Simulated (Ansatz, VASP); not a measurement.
## Two plane-wave programs on CdS

The input INCAR:

```
PREC = Accurate ; ENCUT = 500
EDIFF = 1E-6 ; ISMEAR = 0
SIGMA = 0.02 ; LREAL = False
LASPH = True ; NELM = 120
ALGO = Normal ; ISIF = 2
LWAVE = False ; LCHARG = False
GGA = PS ; NBANDS = 16
GGA_COMPAT = False
```

Contents of KPOINTS:

```
regular mesh
0
Gamma
  8 8 8
```

File POSCAR:

```
CdS
1.0
    0.0000000000      2.9119468224      2.9119468224
    2.9119468224      0.0000000000      2.9119468224
    2.9119468224      2.9119468224      0.0000000000
Cd S
1 1
Direct
    0.0000000000      0.0000000000      0.0000000000
    0.2500000000      0.2500000000      0.2500000000
```

Input for Ansatz:

```yaml
crystal:
  lattice:
    - [0.0, 2.9119468224, 2.9119468224]
    - [2.9119468224, 0.0, 2.9119468224]
    - [2.9119468224, 2.9119468224, 0.0]
  atoms:
    - { symbol: Cd, position: [0.0, 0.0, 0.0] }
    - { symbol: S, position: [0.25, 0.25, 0.25] }
basis:
  ecutwfc: 420
kpoints:
  mp_grid: { grid: [8, 8, 8] }
  band_path:
    path:
      - [[0.0, 0.0, 0.0], [-0.5, -0.5, 0.0], [-0.375, -0.375, 0.25]]
      - [[-0.375, 0.0, 0.375], [0.0, 0.0, 0.0], [0.0, 0.0, 0.5], [-0.5, -0.25, 0.25], [-0.5, -0.5, 0.0]]
    npoints: 10
hamiltonian:
  xc: pbesol
  pseudopotentials: { kind: paw }
scf:
  occupations: { method: gaussian, width: 0.02 }
  n_extra_bands: 7
output:
  forces: true
  stress: true
  eigenvalues: true
```

Alike in both runs: task single point; functional PBEsol; k mesh 8 × 8 × 8; occupations gaussian, width 0.02 eV; no spin polarisation.

|  | VASP | Ansatz |
| --- | --- | --- |
| version | VASP 6.6.1 | Ansatz 0.2.0 |
| potentials or method | VASP PAW PBE potentials, release 64 (Cd, S), cutoff 500 eV | scalar-relativistic, plane waves, PAW |
| valence electrons in the cell | 18 | 26 |

|  | VASP | Ansatz | Ansatz less VASP |
| --- | --- | --- | --- |
| gap on the k mesh at the Fermi level (eV) | 1.02 | 1.01 | -0.005 |
| least direct gap on the mesh (eV) | 1.02 | 1.01 | -0.005 |
| pressure (GPa) | 0.4 | 0.0 | -0.39 |

VASP's potentials were made for PBE, not for PBEsol. VASP's potentials hold 18 valence electrons a cell and Ansatz's 26, so a difference there can come from the potentials and not from the codes.
